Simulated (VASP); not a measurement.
# Pt (P6_3/mmc) in VASP: further runs, part 2 of 2

VASP 6.6.1. Earlier steps stand in the parts before.

### 4 Relaxation of cell and atoms, PBE, target pressure 7 GPa, at which the enthalpy is minimised

This run uses another cell than the first one, of 15.79 Å³/atom.

Input file INCAR:

```
SYSTEM = Pt
ALGO = Fast
EDIFF = 1E-6
EDIFFG = -0.001
ENCUT = 600
GGA = PE
IBRION = 2
ISIF = 3
ISMEAR = -1
LASPH = .True.
LCHARG = .False.
LREAL = .False.
LWAVE = .False.
NELM = 80
NSW = 80
PREC = Accurate
PSTRESS = 70.0
SIGMA = 0.15
```

Input file KPOINTS:

```
k-points
0
Gamma
  18 18 10
  0 0 0
```

Input file POSCAR:

```
Pt
1.0
    2.7743680019      0.0000000000      0.0000000000
   -1.3871840010      2.4026731691      0.0000000000
    0.0000000000      0.0000000000      4.7388249489
Pt
2
Direct
    0.6666666667      0.3333333333      0.7500000000
    0.3333333333      0.6666666667      0.2500000000
```

Potentials or basis: VASP PAW PBE potentials, release 64 (Pt).

On the command line:

```
$ cat potpaw_PBE.64/Pt/POTCAR > POTCAR
$ mpirun -np 1 vasp_std > vasp.out
```

OUTCAR:

```text
SYSTEM = Pt
   EDIFF = 1E-6
   EDIFFG = -0.001
   ENCUT = 600
   GGA = PE
   IBRION = 2
   ISIF = 3
   ISMEAR = -1
   LASPH = .True.
   LREAL = .False.
   NELM = 80
   NSW = 80
   PREC = Accurate
   PSTRESS = 70.0

 ion  position               nearest neighbor table
   1  0.667  0.333  0.750-   2 2.86   2 2.86   2 2.86   2 2.86   2 2.86   2 2.86
   2  0.333  0.667  0.250-   1 2.86   1 2.86   1 2.86   1 2.86   1 2.86   1 2.86

  LATTYP: Found a hexagonal cell.
 ALAT       =     2.7743680019
 C/A-ratio  =     1.7080736750

  Lattice vectors:

 A1 = (   2.7743680019,   0.0000000000,   0.0000000000)
 A2 = (  -1.3871840010,   2.4026731691,   0.0000000000)
 A3 = (   0.0000000000,   0.0000000000,   4.7388249489)

Analysis of symmetry for initial positions (statically):
=====================================================================
 Subroutine PRICEL returns:
 Original cell was already a primitive cell.

 Routine SETGRP: Setting up the symmetry group for a
 hexagonal supercell.

 Subroutine GETGRP returns: Found 24 space group operations
 (whereof 12 operations were pure point group operations)
 out of a pool of 24 trial point group operations.

The static configuration has the point symmetry D_3d.
 The point group associated with its full space group is D_6h.

Analysis of symmetry for dynamics (positions and initial velocities):
=====================================================================
 Subroutine PRICEL returns:
 Original cell was already a primitive cell.

 Routine SETGRP: Setting up the symmetry group for a
 hexagonal supercell.

 Subroutine GETGRP returns: Found 24 space group operations
 (whereof 12 operations were pure point group operations)
 out of a pool of 24 trial point group operations.

The dynamic configuration has the point symmetry D_3d.
 The point group associated with its full space group is D_6h.
[... 147 lines left out ...]
  free energy    TOTEN  =       -12.21214177 eV

  energy without entropy =      -11.97024079  energy(sigma->0) =      -12.09119128

------------------------ aborting loop because EDIFF is reached ----------------------------------------

  FORCE on cell =-STRESS in cart. coord.  units (eV):
  Direction    XX          YY          ZZ          XY          YZ          ZX
  --------------------------------------------------------------------------------------
  -------------------------------------------------------------------------------------
  Total       -0.0742509     -0.0742509     -0.0896227      0.0000000      0.0000000      0.0000000
  in kB       -3.7660218     -3.7660218     -4.5456818      0.0000000      0.0000000      0.0000000
  external PRESSURE =     -74.0259085 kB  Pullay stress =      70.0000000 kB
[... 97 lines left out ...]
  energy  without entropy=      -11.9610322440  energy(sigma->0) =      -12.07825648

  enthalpy is  TOTEN    =       -10.8531614331 eV   P V=        1.3423192844

[... ionic steps 4 to 8 ...]

--------------------------------------- Ionic step        9  -------------------------------------------

 number of electron      20.0000000 magnetization

------------------------ aborting loop because EDIFF is reached ----------------------------------------
[... 71 lines left out ...]
--------------------------------------- Ionic step       11  -------------------------------------------

 number of electron      20.0000000 magnetization

 Free energy of the ion-electron system (eV)
  ---------------------------------------------------
  ext. energy  EPLUGINS =         0.00000000
  ---------------------------------------------------
  free energy    TOTEN  =       -12.19444119 eV

  energy without entropy =      -11.95883853  energy(sigma->0) =      -12.07663986

 E-fermi :  10.9360     XC(G=0): -13.3825

 val. band max:       10.9321936577   @ k =   0.3889   0.2222   0.3000
 cond. band min:      10.9362520916   @ k =   0.3889  -0.0000   0.3000
 fundamental gap:      0.0040584340
 Fermi energy:        10.9360218650

 k-point     1 :       0.0000    0.0000    0.0000
  band No.  band energies     occupation
      1       0.9085      2.00000
      2       3.6520      2.00000
      3       6.9294      2.00000
      4       7.3564      2.00000
      5       7.3564      2.00000
      6       7.7720      2.00000
      7       7.7720      2.00000
      8       8.8822      2.00000
      9       8.8822      2.00000
     10      10.1993      1.98539
     11      10.6543      1.73481
     12      10.6543      1.73481
     13      16.0207      0.00000
     14      25.8872      0.00000
[... 377 lines left out ...]
      1       4.6096      2.00000
      2       4.6956      2.00000
      3       5.0984      2.00000
      4       7.2949      2.00000
      5       7.4895      2.00000
      6       7.5665      2.00000
      7       7.9385      2.00000
      8      10.5088      1.89048
      9      10.7681      1.50787
     10      10.9854      0.83685
     11      12.9045      0.00000
     12      16.0776      0.00000
     13      18.0537      0.00000
     14      20.2347      0.00000

 [... further k-points ...]

------------------------ aborting loop because EDIFF is reached ----------------------------------------

  FORCE on cell =-STRESS in cart. coord.  units (eV):
  Direction    XX          YY          ZZ          XY          YZ          ZX
  --------------------------------------------------------------------------------------
  -------------------------------------------------------------------------------------
  Total        1.3410469      1.3410469      1.3400210     -0.0000000     -0.0000000      0.0000000
  in kB       69.9952652     69.9952652     69.9417198     -0.0000000     -0.0000000      0.0000000
  external PRESSURE =      -0.0225832 kB  Pullay stress =      70.0000000 kB
[... 21 lines left out ...]
  energy  without entropy=      -11.9588385262  energy(sigma->0) =      -12.07663986

  enthalpy is  TOTEN    =       -10.8533036098 eV   P V=        1.3411375825

 reached required accuracy - stopping structural energy minimisation
```

It took 11 min on 1 thread of Intel Xeon 8259CL, shared host; peak memory 0.26 GiB.

What came out:

- Free energy: -12.1944 eV
- Relaxed volume: 15.35 Å³/atom
- Relaxed cell: a = 2.751 Å, b = 2.751 Å, c = 4.684 Å, α = 90.00°, β = 90.00°, γ = 120.00°
- Space group after relaxing (to 0.1 Å): P6_3/mmc (No. 194)
- Energy change on relaxing (the run minimises the enthalpy): +8.9 meV/atom
- Ionic steps: 11
- Pressure after relaxing: 7.0 GPa
- Band gap on the k mesh: zero (bands 10 and 11 overlap by 1.33 eV)

Step by step:
```tsv
step	energy change (eV)	largest force (eV/Å)	pressure (GPa)	volume (Å³)
1	0.0000	0.0000	-0.40	31.59
2	0.3008	0.0000	34.11	28.37
3	0.0167	0.0000	6.72	30.72
4	0.0178	0.0000	7.03	30.70
5	0.0178	0.0000	7.03	30.69
6	0.0179	0.0000	7.02	30.69
7	0.0179	0.0000	7.03	30.69
8	0.0179	0.0000	7.03	30.69
9	0.0179	0.0000	7.03	30.69
10	0.0174	0.0000	6.95	30.70
11	0.0177	0.0000	7.00	30.70
```

Final structure:
```cif
data_structure
_symmetry_space_group_name_H-M 'P 1'
_symmetry_Int_Tables_number 1
_cell_length_a 2.7509
_cell_length_b 2.7509
_cell_length_c 4.6838
_cell_angle_alpha 90.000
_cell_angle_beta 90.000
_cell_angle_gamma 120.000
_cell_volume 30.70
loop_
_atom_site_label
_atom_site_type_symbol
_atom_site_fract_x
_atom_site_fract_y
_atom_site_fract_z
_atom_site_occupancy
Pt1 Pt 0.66667 0.33333 0.75000 1
Pt2 Pt 0.33333 0.66667 0.25000 1
```

Levels at points of the mesh, in eV from the Fermi level:
| k point | band 6 | band 7 | band 8 | band 9 | band 10 | band 11 | band 12 | band 13 | band 14 |
| --- | --- | --- | --- | --- | --- | --- | --- | --- | --- |
| (0.00, 0.00, 0.00) | -3.16 | -3.16 | -2.05 | -2.05 | -0.74 | -0.28 | -0.28 | 5.08 | 14.95 |
| (0.50, 0.00, 0.00) | -3.03 | -2.83 | 0.03 | 0.21 | 0.44 | 2.26 | 3.75 | 7.44 | 9.07 |
| (0.00, 0.00, 0.50) | -3.60 | -3.60 | -3.60 | -0.89 | -0.89 | -0.89 | -0.89 | 12.49 | 12.49 |
| (0.50, 0.00, 0.50) | -1.99 | -0.95 | -0.95 | 0.34 | 0.34 | 1.67 | 1.67 | 6.58 | 6.58 |

Caveat: the cell is relaxed towards a set pressure, so the run minimises the enthalpy, not the energy; spin-orbit coupling is left out, which moves the levels of the heavy elements.

### 5 Relaxation of shape and atoms at fixed volume, PBE (14.81 Å³/atom)

This run uses another cell than the first one, of 14.81 Å³/atom.

Input file INCAR:

```
  ALGO = Fast
  EDIFF = 1E-6
  EDIFFG = -0.01
  ENCUT = 600
  GGA = PE
  IBRION = 2
  ISIF = 4
  ISMEAR = 0
  LASPH = True
  LCHARG = False
  LREAL = False
  LWAVE = False
  NELM = 60
  NSW = 50
  PREC = Accurate
  SIGMA = 0.1
```

Input file KPOINTS:

```
k-points
0
Gamma
  18 18 10
```

Input file POSCAR:

```
Pt
1.0
    2.7067080583      0.0000000000      0.0000000000
   -1.3533540291      2.3440779391      0.0000000000
    0.0000000000      0.0000000000      4.6682811530
Pt
2
Direct
    0.6666666667      0.3333333333      0.7500000000
    0.3333333333      0.6666666667      0.2500000000
```

On the command line:

```
$ cat potpaw_PBE.64/Pt/POTCAR > POTCAR
$ mpirun -np 1 vasp_std > vasp.out
```

It took 80 s on 1 thread of Intel Xeon Platinum 8559C (Emerald Rapids), shared host; peak memory 0.24 GiB.

Results (log left out):

```yaml
Free_energy: -11.9974 eV
Energy_gained_by_relaxing: 0.2 meV/atom
Ionic_steps: 3
Pressure_after_relaxing: 17.2 GPa
Band_gap_on_the_k_mesh: zero (bands 10 and 11 overlap by 1.42 eV)
```

Step by step:
```tsv
step	energy change (eV)	largest force (eV/Å)	pressure (GPa)	volume (Å³)
1	0.0000	0.0000	17.28	29.62
2	-0.0003	0.0000	17.17	29.62
3	-0.0003	0.0000	17.19	29.62
```

Final structure:
```
CELL_PARAMETERS angstrom
2.71078 0.00000 0.00000
-1.35539 2.34761 0.00000
0.00000 0.00000 4.65426
ATOMIC_POSITIONS crystal
Pt 0.66667 0.33333 0.75000
Pt 0.33333 0.66667 0.25000
```

Levels at points of the mesh, in eV from the Fermi level:
```tsv
k point	band 6	band 7	band 8	band 9	band 10	band 11	band 12	band 13	band 14
(0.00, 0.00, 0.00)	-3.36	-3.36	-2.08	-2.08	-0.92	-0.25	-0.25	5.26	14.94
(0.50, 0.00, 0.00)	-3.21	-2.95	0.05	0.28	0.52	2.38	3.94	7.62	9.23
(0.00, 0.00, 0.50)	-3.79	-3.79	-3.79	-0.89	-0.89	-0.89	-0.89	12.59	12.59
(0.50, 0.00, 0.50)	-2.05	-1.00	-1.00	0.42	0.42	1.69	1.69	6.92	6.92
```

Caveat: spin-orbit coupling is left out, which moves the levels of the heavy elements.

### 6 The runs side by side

```tsv
task	cell	smearing	gap on the mesh (eV)	pressure (GPa)
relaxation of shape and atoms at fixed volume	relaxed from a = 2.756, b = 2.756, c = 4.707 Å, angles 90.0, 90.0, 120.0°, 2 atoms	fermi-dirac 0.15 eV	none	4.7
relaxation of cell and atoms	relaxed from a = 2.759, b = 2.759, c = 4.781 Å, angles 90.0, 90.0, 120.0°, 2 atoms	fermi-dirac 0.15 eV	none	0.0
relaxation of cell and atoms	relaxed to 7 GPa from a = 2.774, b = 2.774, c = 4.739 Å, angles 90.0, 90.0, 120.0°, 2 atoms	fermi-dirac 0.15 eV	none	7.0
relaxation of shape and atoms at fixed volume	relaxed from a = 2.707, b = 2.707, c = 4.668 Å, angles 90.0, 90.0, 120.0°, 2 atoms	gaussian 0.1 eV	none	17.2
```

Alike in all rows: level PBE; potentials or basis VASP PAW PBE potentials, release 64 (Pt); no spin polarisation; k mesh 18 × 18 × 10; cutoff (eV) 600.

Caveats: spin-orbit coupling is left out, which moves the levels of the heavy elements; the cell is relaxed towards a set pressure, so the run minimises the enthalpy, not the energy (at least some runs).

Absolute energies hang on the potentials; compare differences alone.
